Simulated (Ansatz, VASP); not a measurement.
One calculation of P, two programs

The input INCAR:

```
SYSTEM = P
PREC     = Accurate       ! precision mode
ENCUT    = 520            ! plane-wave cutoff, eV
EDIFF    = 1E-7           ! SCF threshold, eV
ISMEAR   = 0              ! smearing method
SIGMA    = 0.05           ! smearing width, eV
LREAL    = .False.        ! projectors in reciprocal space
LASPH    = .True.         ! aspherical terms in the spheres
NELM     = 80             ! most SCF steps
ALGO     = Normal         ! electronic algorithm
ISIF     = 2              ! what is computed and relaxed
LWAVE    = .False.        ! write WAVECAR
LCHARG   = .False.        ! write CHGCAR
GGA      = PS             ! functional
NBANDS   = 30             ! bands
```

Contents of KPOINTS:

```
regular mesh
0
Gamma
  6 6 6
  0 0 0
```

Contents of POSCAR:

```
P
1.0
    4.6294112731     -4.0855502189     -0.0096600381
    4.6294112731      4.0855502189     -0.0096600381
   -0.0342585451      0.0000000000      5.2942619569
P
8
Direct
    0.8512742797      0.8512742797      0.2375644293
    0.1487257203      0.1487257203      0.7624355707
    0.7191783959      0.7191783959      0.5855434286
    0.2808216041      0.2808216041      0.4144565714
    0.5015958456      0.7783891987      0.2493767515
    0.2216108013      0.4984041544      0.7506232485
    0.4984041544      0.2216108013      0.7506232485
    0.7783891987      0.5015958456      0.2493767515
```

Input for Ansatz:

```yaml
crystal:
  lattice:
    - [4.6294112731, -4.0855502189, -0.0096600381]
    - [4.6294112731, 4.0855502189, -0.0096600381]
    - [-0.0342585451, 0.0, 5.2942619569]
  atoms:
    - { symbol: P, position: [0.8512742797, 0.8512742797, 0.2375644293] }
    - { symbol: P, position: [0.1487257203, 0.1487257203, 0.7624355707] }
    - { symbol: P, position: [0.7191783959, 0.7191783959, 0.5855434286] }
    - { symbol: P, position: [0.2808216041, 0.2808216041, 0.4144565714] }
    - { symbol: P, position: [0.5015958456, 0.7783891987, 0.2493767515] }
    - { symbol: P, position: [0.2216108013, 0.4984041544, 0.7506232485] }
    - { symbol: P, position: [0.4984041544, 0.2216108013, 0.7506232485] }
    - { symbol: P, position: [0.7783891987, 0.5015958456, 0.2493767515] }
basis:
  ecutwfc: 420
kpoints:
  mp_grid: { grid: [6, 6, 6] }
hamiltonian:
  xc: pbesol
scf:
  occupations: { method: gaussian, width: 0.05 }
output:
  forces: true
  stress: true
  eigenvalues: true
  write_density: true
  write_potential: true
  elf: true
  volumetric_format: npy
```

Change from the starting cell: strain +0.025 along x and y, +0.000 along z, atoms carried along.

Alike in both runs: task single point; functional PBEsol; k mesh 6 × 6 × 6; occupations gaussian, width 0.05 eV; no spin polarisation.

|  | VASP | Ansatz |
| --- | --- | --- |
| version | VASP 6.6.1 | Ansatz 0.2.0 |
| potentials or method | VASP PAW PBE potentials, release 64 (P), cutoff 520 eV | scalar-relativistic, plane waves, PAW |
| valence electrons in the cell | 40 | 40 |

```csv
,VASP,Ansatz,Ansatz less VASP
gap on the k mesh at the Fermi level (eV),2.09,2.10,+0.010
least direct gap on the mesh (eV),2.45,2.45,+0.008
pressure (GPa),-3.0,-2.8,+0.18
"traceless stress, the component that is largest in VASP (GPa)",1.66,1.67,+0.006
rms of the force components (eV/Å),0.556,0.519,-0.0373
```

VASP's potentials were made for PBE, not for PBEsol. Atom by atom the forces differ by 0.041 eV/Å (rms over components).
